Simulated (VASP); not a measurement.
# CuMoSe2 (R-3m) in VASP: a series of runs

CuMoSe2 is run at these levels: PBE+U; tasks: single point.

Program: VASP 6.6.1. These are calculated values, not measurements. Logs are shortened: lines on timing, memory, paths and dates and some standing lists are left out, and cuts for length are marked.

**1. The cell of the first run**

Symmetry: R-3m, No. 166, trigonal system. The conventional cell has a = 3.828 Å, b = 3.828 Å, c = 20.845 Å, α = 90.00°, β = 90.00°, γ = 120.00°. Cu (site symmetry -3m) has 6 Se at 3.04 Å and 6 Cu at 3.83 Å and 6 Mo at 4.12 Å within 4.2 Å. Within 3.4 Å of Mo (site symmetry -3m) lie 6 Se at 2.61 Å. Se (site symmetry 3m) has 3 Mo at 2.61 Å and 3 Cu at 3.04 Å within 3.4 Å.

**2. Single point, PBE+U, collinear spin**

INCAR

```
SYSTEM = CuMoSe2
  PREC = Accurate
  ENCUT = 520
  EDIFF = 1E-6
  ISMEAR = 0
  SIGMA = 0.05
  LREAL = .False.
  LASPH = .True.
  NELM = 150
  ALGO = Normal
  ISIF = 2
  LWAVE = .False.
  LCHARG = .True.
  ISPIN = 2
  MAGMOM = 0 3 0 0
  LORBIT = 11
  LMAXMIX = 4
  LDAU = .True.
  LDAUTYPE = 2
  LDAUL = -1 2 -1
  LDAUU = 0 4 0
  LDAUJ = 0 0 0
  LDAUPRINT = 1
  GGA = PE
  LELF = .True.
  LVHAR = .True.
  NBANDS = 30
```

KPOINTS

```
Automatic mesh
0
Gamma
  6 6 6
  0 0 0
```

POSCAR

```
CuMoSe2
1.0
    1.9139581400      1.1050242500      6.9483984000
   -1.9139581400      1.1050242500      6.9483984000
    0.0000000000     -2.2100484900      6.9483984000
Cu Mo Se
1 1 2
Direct
    0.5000000000      0.5000000000      0.5000000000
    0.0000000000      0.0000000000      0.0000000000
    0.2667000000      0.2667000000      0.2667000000
    0.7333000000      0.7333000000      0.7333000000
```

Potentials or basis: VASP PAW PBE potentials, release 64 (Cu, Mo_sv, Se).

Launch:

```sh
> cat potpaw_PBE.64/Cu/POTCAR potpaw_PBE.64/Mo_sv/POTCAR potpaw_PBE.64/Se/POTCAR > POTCAR
> mpirun -np 1 vasp_std > vasp.out
```

OUTCAR:

```text
SYSTEM = CuMoSe2
   PREC = Accurate
   ENCUT = 520
   EDIFF = 1E-6
   ISMEAR = 0
   LREAL = .False.
   LASPH = .True.
   NELM = 150
   ISIF = 2
   ISPIN = 2
   LORBIT = 11
   GGA = PE

 ion  position               nearest neighbor table
   1  0.500  0.500  0.500-
   2  0.000  0.000  0.000-   4 2.61   3 2.61   4 2.61   4 2.61   3 2.61   3 2.61
   3  0.267  0.267  0.267-   2 2.61   2 2.61   2 2.61
   4  0.733  0.733  0.733-   2 2.61   2 2.61   2 2.61

  LATTYP: Found a trigonal (rhomboedric) cell.
 ALAT       =     7.2914027923
 COS(alpha) =     0.8621925536

  Lattice vectors:

 A1 = (   1.9139581400,   1.1050242500,   6.9483984000)
 A2 = (  -1.9139581400,   1.1050242500,   6.9483984000)
 A3 = (   0.0000000000,  -2.2100484900,   6.9483984000)

Analysis of symmetry for initial positions (statically):
=====================================================================
 Subroutine PRICEL returns:
 Original cell was already a primitive cell.

 Routine SETGRP: Setting up the symmetry group for a
 trigonal (rhombohedral) supercell.

 Subroutine GETGRP returns: Found 12 space group operations
 (whereof 12 operations were pure point group operations)
 out of a pool of 12 trial point group operations.

The static configuration has the point symmetry D_3d.

Analysis of symmetry for dynamics (positions and initial velocities):
=====================================================================
 Subroutine PRICEL returns:
 Original cell was already a primitive cell.

 Routine SETGRP: Setting up the symmetry group for a
 trigonal (rhombohedral) supercell.

 Subroutine GETGRP returns: Found 12 space group operations
 (whereof 12 operations were pure point group operations)
 out of a pool of 12 trial point group operations.

The dynamic configuration has the point symmetry D_3d.

Analysis of structural, dynamic, and magnetic symmetry:
=====================================================================
 Subroutine PRICEL returns:
 Original cell was already a primitive cell.

 Routine SETGRP: Setting up the symmetry group for a
 trigonal (rhombohedral) supercell.

 Subroutine GETGRP returns: Found 12 space group operations
 (whereof 12 operations were pure point group operations)
 out of a pool of 12 trial point group operations.

The overall configuration has the point symmetry D_3d.

 Subroutine INISYM returns: Found 12 space group operations
 (whereof 12 operations are pure point group operations),
 and found     1 'primitive' translations

----------------------------------------------------------------------------------------

                                     Primitive cell

  volume of cell :      88.1739

  direct lattice vectors                    reciprocal lattice vectors
     1.913958140  1.105024250  6.948398400     0.261238733  0.150826253  0.047972686
    -1.913958140  1.105024250  6.948398400    -0.261238733  0.150826253  0.047972686
     0.000000000 -2.210048490  6.948398400     0.000000000 -0.301652506  0.047972686

  length of vectors
     7.291402792  7.291402792  7.291402790     0.305443306  0.305443306  0.305443306

  position of ions in fractional coordinates (direct lattice)
     0.500000000  0.500000000  0.500000000
     0.000000000  0.000000000  0.000000000
     0.266700000  0.266700000  0.266700000
     0.733300000  0.733300000  0.733300000

  ion indices of the primitive-cell ions
   primitive index   ion index
                 1           1
                 2           2
                 3           3
                 4           4

[... 76 lines left out ...]
   NFREE  =      0    steps in history (QN), initial steepest desc. (CG)
   ISIF   =      2    stress and relaxation
   ISYM   =      2    0-nonsym 1-usesym 2-fastsym
   POTIM  = 0.5000    time-step for ionic-motion
   TEBEG  =    0.0;   TEEND  =   0.0 temperature during run
   PSTRESS=    0.0 pullay stress
   NELECT =      37.0000    total number of electrons
   NUPDOWN=      -1.0000    fix difference up-down
   EMIN   =  10.00;   EMAX   =-10.00  energy-range for DOS
   EFERMI =   0.00;   METHOD = LEGACY
   ISMEAR =     0;   SIGMA  =   0.05  broadening in eV -4-tet -1-fermi 0-gaus
   EFERMI_NEDOS =   21; number of points for ismear=-14 and -15
   IALGO  =     38    algorithm
   IMIX   =      4    mixing-type and parameters
     AMIX     =   0.40;   BMIX     =  1.00
     AMIX_MAG =   1.60;   BMIX_MAG =  1.00
  volume/ion in A,a.u.               =      22.04       148.76
  Fermi-wavevector in a.u.,A,eV,Ry     =   1.225637  2.316119 20.438495  1.502187
  Thomas-Fermi vector in A             =   2.360668
   LORBIT       =     11    0 simple, 1 ext, 2 COOP (PROOUT), +10 PAW based schemes
 LDA+U is selected, type is set to LDAUTYPE =  2
   angular momentum for each species LDAUL =    -1    2   -1
   U (eV)           for each species LDAUU =   0.0  4.0  0.0
   J (eV)           for each species LDAUJ =   0.0  0.0  0.0
   GGA     = PE    functional components
   LHFCALC =     F    Hartree Fock is set to
   AEXX    =    0.0000 exact exchange contribution
   IVDW    =     0    specifies the selected vdW correction
   LEPSILON=     F    determine dielectric tensor
   LRPA    =     F    only Hartree local field effects (RPA)
 spin polarized calculation
 Gauss-broadening in eV      SIGMA  =   0.05
  energy-cutoff  :      520.00
  volume of cell :       88.17
 maximum number of plane-waves:      2395
   NGX = 27   NGY = 27   NGZ = 27

atom =   2  type =  2  l = 2

 onsite density matrix

spin component  1

  0.6854  0.0000 -0.0000 -0.2228  0.0000
  0.0000  0.5246  0.0000 -0.0000 -0.2228
 -0.0000  0.0000  0.8468 -0.0000 -0.0000
 -0.2228 -0.0000 -0.0000  0.5246  0.0000
  0.0000 -0.2228 -0.0000  0.0000  0.6854

spin component  2

  0.1158  0.0000  0.0000  0.0890  0.0000
  0.0000  0.1601 -0.0000 -0.0000  0.0890
  0.0000 -0.0000  0.0404  0.0000 -0.0000
  0.0890 -0.0000  0.0000  0.1601  0.0000
  0.0000  0.0890 -0.0000  0.0000  0.1158

 occupancies and eigenvectors

  o =  0.0404  v =  0.0000  0.0000  0.0000  0.0000  0.0000  0.0000 -0.0000  1.0000 -0.0000  0.0000      0.0000  0.0000  0.0000  0.0000  0.0000  0.0000  0.0000  0.0000  0.0000  0.0000
  o =  0.0462  v =  0.0000  0.0000  0.0000  0.0000  0.0000 -0.7878  0.0000  0.0000  0.6159  0.0000      0.0000  0.0000  0.0000  0.0000  0.0000  0.0000  0.0000  0.0000  0.0000  0.0000
  o =  0.0462  v =  0.0000  0.0000  0.0000  0.0000  0.0000  0.0000 -0.6159 -0.0000  0.0000  0.7878      0.0000  0.0000  0.0000  0.0000  0.0000  0.0000  0.0000  0.0000  0.0000  0.0000
  o =  0.2297  v =  0.0000  0.0000  0.0000  0.0000  0.0000  0.0000  0.7878 -0.0000 -0.0000  0.6159      0.0000  0.0000  0.0000  0.0000  0.0000  0.0000  0.0000  0.0000  0.0000  0.0000
  o =  0.2297  v =  0.0000  0.0000  0.0000  0.0000  0.0000 -0.6159  0.0000 -0.0000 -0.7878 -0.0000      0.0000  0.0000  0.0000  0.0000  0.0000  0.0000  0.0000  0.0000  0.0000  0.0000
  o =  0.3682  v =  0.0000 -0.8183  0.0000  0.0000 -0.5747  0.0000  0.0000  0.0000  0.0000  0.0000      0.0000  0.0000  0.0000  0.0000  0.0000  0.0000  0.0000  0.0000  0.0000  0.0000
  o =  0.3682  v =  0.5747  0.0000 -0.0000  0.8183  0.0000  0.0000  0.0000  0.0000  0.0000  0.0000      0.0000  0.0000  0.0000  0.0000  0.0000  0.0000  0.0000  0.0000  0.0000  0.0000
  o =  0.8419  v =  0.8183  0.0000 -0.0000 -0.5747 -0.0000  0.0000  0.0000  0.0000  0.0000  0.0000      0.0000  0.0000  0.0000  0.0000  0.0000  0.0000  0.0000  0.0000  0.0000  0.0000
  o =  0.8419  v = -0.0000  0.5747 -0.0000  0.0000 -0.8183  0.0000  0.0000  0.0000  0.0000  0.0000      0.0000  0.0000  0.0000  0.0000  0.0000  0.0000  0.0000  0.0000  0.0000  0.0000
  o =  0.8468  v = -0.0000  0.0000  1.0000  0.0000 -0.0000  0.0000  0.0000  0.0000  0.0000  0.0000      0.0000  0.0000  0.0000  0.0000  0.0000  0.0000  0.0000  0.0000  0.0000  0.0000

 number of electron      36.9999992 magnetization       2.9999883

 Free energy of the ion-electron system (eV)
  ---------------------------------------------------
  ext. energy  EPLUGINS =         0.00000000
  ---------------------------------------------------
  free energy    TOTEN  =       -17.77860584 eV

  energy without entropy =      -17.77860584  energy(sigma->0) =      -17.77860584

 E-fermi :   4.8381     XC(G=0): -10.0270

 val. band max:        4.5631642486   @ k =   0.3333   0.3333   0.1667
 cond. band min:       5.4142762857   @ k =   0.5000   0.1667   0.1667
 fundamental gap:      0.8511120371
 Fermi energy:         4.8381217499

 spin component 1

 k-point     1 :       0.0000    0.0000    0.0000
  band No.  band energies     occupation
      1     -57.0509      1.00000
      2     -31.2536      1.00000
      3     -31.2226      1.00000
      4     -31.2226      1.00000
      5      -9.1070      1.00000
      6      -7.8220      1.00000
[... 1577 lines left out ...]
     29      14.6308      0.00000
     30      15.0459      0.00000

 [... further k-points ...]

------------------------ aborting loop because EDIFF is reached ----------------------------------------

  FORCE on cell =-STRESS in cart. coord.  units (eV):
  Direction    XX          YY          ZZ          XY          YZ          ZX
  --------------------------------------------------------------------------------------
  -------------------------------------------------------------------------------------
  Total        1.4463633      1.4463633     -0.3234430      0.0000000     -0.0000000      0.0000000
  in kB       26.2813561     26.2813560     -5.8771689      0.0000000     -0.0000000      0.0000000
  external PRESSURE =      15.5618477 kB  Pullay stress =       0.0000000 kB

 VOLUME and BASIS-vectors are now :
 -----------------------------------------------------------------------------
  energy-cutoff  :      520.00
  volume of cell :       88.17
      direct lattice vectors                 reciprocal lattice vectors
     1.913958140  1.105024250  6.948398400     0.261238733  0.150826253  0.047972686
    -1.913958140  1.105024250  6.948398400    -0.261238733  0.150826253  0.047972686
     0.000000000 -2.210048490  6.948398400     0.000000000 -0.301652506  0.047972686

 POSITION                                       TOTAL-FORCE (eV/Angst)
 -----------------------------------------------------------------------------------
      0.00000      0.00000     10.42260         0.000000      0.000000      0.000000
      0.00000      0.00000      0.00000        -0.000000      0.000000      0.000000
      0.00000      0.00000      5.55941        -0.000000     -0.000000     -1.807649
      0.00000      0.00000     15.28578        -0.000000      0.000000      1.807649
 -----------------------------------------------------------------------------------
    total drift:                                0.000000      0.000000      0.000000

  FREE ENERGIE OF THE ION-ELECTRON SYSTEM (eV)
  ---------------------------------------------------
  free  energy   TOTEN  =       -17.7786058431 eV

  energy  without entropy=      -17.7786058431  energy(sigma->0) =      -17.77860584

 total charge

# of ion       s       p       d       tot
------------------------------------------
    1        0.209   0.086   9.395   9.690
    2        2.263   6.135   3.818  12.216
    3        1.446   2.407   0.037   3.890
    4        1.446   2.407   0.037   3.890
--------------------------------------------------
tot          5.365  11.034  13.287  29.686

 magnetization (x)

# of ion       s       p       d       tot
------------------------------------------
    1        0.031   0.001  -0.002   0.030
    2        0.050   0.030   2.655   2.735
    3       -0.002  -0.051   0.013  -0.040
    4       -0.002  -0.051   0.013  -0.040
--------------------------------------------------
tot          0.077  -0.072   2.679   2.684
```

It took 22 min on 1 thread of Intel Xeon 8259CL, shared host; peak memory 0.57 GiB.

Results:

| Quantity | Value |
| --- | --- |
| Free energy | -17.7786 eV |
| Pressure | 1.6 GPa |
| Largest force | 1.808 eV/Å |
| Band gap on the k mesh | 0.85 eV (least direct gap 1.24 eV) |
| Net moment | 3.00 μB per cell |
| Site moments | Cu +0.03; Mo +2.73; Se -0.04 μB |
| Valence electrons inside the program's atomic spheres | Cu 9.69; Mo 12.22; Se 3.89 |

Forces on the atoms (eV/Å):
```
Cu   0.000  0.000  0.000
Mo   0.000  0.000  0.000
Se   0.000  0.000 -1.808
Se   0.000  0.000  1.808
```

Eigenvalues of the final occupation matrices:
| site | spin | trace | eigenvalues |
| --- | --- | --- | --- |
| site 2 d | 1 | 3.27 | 0.37 0.37 0.84 0.84 0.85 |
| site 2 d | 2 | 0.59 | 0.04 0.05 0.05 0.23 0.23 |

Caveat: a cell with one magnetic atom can't hold antiferromagnetic order, which such compounds often take; forces of over 1 eV/Å act on the atoms, so gaps and moduli don't describe the material at rest.

**3. Single point, PBE+U, collinear spin**

INCAR

```
PREC = Accurate
ENCUT = 520
EDIFF = 1E-6
ISMEAR = 0
SIGMA = 0.05
LREAL = F
LASPH = T
NELM = 150
ALGO = Normal
ISIF = 2
LWAVE = F
LCHARG = F
ISPIN = 2
MAGMOM = 0.01 0.88 -0.03 -0.03
LORBIT = 11
LMAXMIX = 4
LDAU = T
LDAUTYPE = 2
LDAUL = -1 2 -1
LDAUU = 0 4 0
LDAUJ = 0 0 0
LDAUPRINT = 1
GGA = PE
NBANDS = 30
```

KPOINTS

```
regular mesh
0
Gamma
  6 6 6
```

POSCAR is that of step 2.

Potentials or basis: VASP PAW PBE potentials, release 64 (Cu, Mo_sv, Se).

Launch:

```sh
> cat potpaw_PBE.64/Cu/POTCAR potpaw_PBE.64/Mo_sv/POTCAR potpaw_PBE.64/Se/POTCAR > POTCAR
> mpirun -np 1 vasp_std > vasp.out
```

Wall time 21 min (1 thread of Intel Xeon 8259CL, shared host); peak memory 0.59 GiB.

It converged, with:

```yaml
Free_energy: -17.7786 eV
Pressure: 1.5 GPa
Largest_force: 1.808 eV/Å
Band_gap_on_the_k_mesh: 0.85 eV (least direct gap 1.24 eV)
Net_moment: 3.00 μB per cell
Site_moments: Cu +0.03; Mo +2.73; Se -0.04 μB
Valence_electrons_inside_the_program's_atomic_spheres: Cu 9.69; Mo 12.22; Se 3.89
```

Forces on the atoms (eV/Å):
```
Cu   0.000  0.000  0.000
Mo   0.000  0.000  0.000
Se   0.000  0.000 -1.808
Se   0.000  0.000  1.808
```

Stress tensor (GPa, compression positive):
```
 2.62  0.00  0.00
 0.00  2.62  0.00
 0.00  0.00 -0.59
```

Levels at points of the mesh, in eV from the valence-band top:
Spin up:
| k point | band 16 | band 17 | band 18 | band 19 | band 20 | band 21 | band 22 | band 23 | band 24 | band 25 |
| --- | --- | --- | --- | --- | --- | --- | --- | --- | --- | --- |
| (0.00, 0.00, 0.00) | -0.98 | -0.98 | -0.97 | -0.46 | -0.46 | 1.26 | 3.60 | 3.60 | 4.40 | 7.18 |
| (0.50, 0.00, 0.00) | -1.16 | -0.86 | -0.79 | -0.64 | -0.56 | 2.44 | 2.45 | 2.99 | 4.45 | 5.67 |
| (0.50, 0.50, 0.00) | -1.06 | -0.96 | -0.86 | -0.85 | -0.48 | 1.18 | 3.15 | 3.58 | 3.76 | 5.78 |
| (0.50, 0.50, 0.50) | -1.01 | -1.01 | -0.88 | -0.05 | -0.05 | 3.24 | 3.38 | 3.38 | 4.50 | 4.82 |
Spin down:
```csv
k point,band 14,band 15,band 16,band 17,band 18,band 19,band 20,band 21
"(0.00, 0.00, 0.00)",-0.97,-0.97,-0.48,-0.48,0.91,2.13,2.13,3.10
"(0.50, 0.00, 0.00)",-0.84,-0.77,-0.61,-0.54,1.71,2.59,3.13,3.19
"(0.50, 0.50, 0.00)",-0.84,-0.84,-0.84,-0.48,0.97,2.03,3.32,3.33
"(0.50, 0.50, 0.50)",-0.99,-0.99,-0.06,-0.06,2.09,2.09,2.95,3.27
```

Eigenvalues of the final occupation matrices:
```
    site  spin  trace               eigenvalues
site 2 d     1   3.27  0.37 0.37 0.84 0.84 0.85
site 2 d     2   0.59  0.04 0.05 0.05 0.23 0.23
```

Caveat: a cell with one magnetic atom can't hold antiferromagnetic order, which such compounds often take; forces of over 1 eV/Å act on the atoms, so gaps and moduli don't describe the material at rest.
